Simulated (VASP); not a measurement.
Input of a VASP 6.6.1 run:

File POSCAR:

```
CO2
1.0
    2.6359112300     -2.3873781200      0.0000000000
    2.6359112300      2.3873781200      0.0000000000
    0.0000000000      0.0000000000      6.5871749100
C O
2 4
Direct
    0.0000000000      0.0000000000      0.0000000000
    0.5000000000      0.5000000000      0.4999999992
    0.8065085706      0.1934914294      0.8918433897
    0.1934914294      0.8065085706      0.1081566103
    0.6934914294      0.3065085706      0.3918433904
    0.3065085706      0.6934914294      0.6081566096
```

File INCAR.step1:

```
SYSTEM = CO2
PREC     = Accurate       ! precision mode
ENCUT    = 520            ! plane-wave cutoff, eV
ISMEAR   = 0              ! smearing method
SIGMA    = 0.01           ! smearing width, eV
LREAL    = .False.        ! projectors in reciprocal space
LASPH    = .True.         ! aspherical terms in the spheres
NELM     = 80             ! most SCF steps
NBANDS   = 25             ! bands
GGA      = PE             ! functional
ALGO     = Normal         ! electronic algorithm
EDIFF    = 1E-4           ! SCF threshold, eV
LWAVE    = .True.         ! write WAVECAR
LCHARG   = .False.        ! write CHGCAR
```

INCAR.step2

```
SYSTEM = CO2
PREC     = Accurate       ! precision mode
ENCUT    = 520            ! plane-wave cutoff, eV
EDIFF    = 1E-6           ! SCF threshold, eV
ISMEAR   = 0              ! smearing method
SIGMA    = 0.01           ! smearing width, eV
LREAL    = .False.        ! projectors in reciprocal space
LASPH    = .True.         ! aspherical terms in the spheres
NELM     = 80             ! most SCF steps
ALGO     = Normal         ! electronic algorithm
ISIF     = 2              ! what is computed and relaxed
LWAVE    = .False.        ! write WAVECAR
LCHARG   = .False.        ! write CHGCAR
METAGGA  = R2SCAN         ! meta-GGA
LMIXTAU  = .True.       
NBANDS   = 25             ! bands
ISTART   = 1
```

KPOINTS

```
Automatic mesh
0
Gamma
  4 4 2
  0 0 0
```

Potentials or basis: VASP PAW PBE potentials, release 64 (C, O).

The run is started by

```sh
$ cat potpaw_PBE.64/C/POTCAR potpaw_PBE.64/O/POTCAR > POTCAR
$ cp INCAR.step1 INCAR
$ mpirun -np 1 vasp_std > vasp.out
$ cp INCAR.step2 INCAR
$ mpirun -np 1 vasp_std > vasp.out
```

(1) Predict the pressure.

(2) What does it give for the largest force?

(3) What does it give for the band gap on the k mesh?

Results:

(1) 0.4 GPa.

(2) 0.055 eV/Å.

(3) 7.22 eV, indirect (least direct gap 7.79 eV).

Caveat: the k points lie up to 0.48 Å⁻¹ apart; the PAW data sets were made with another functional, which shifts forces and pressure a little.
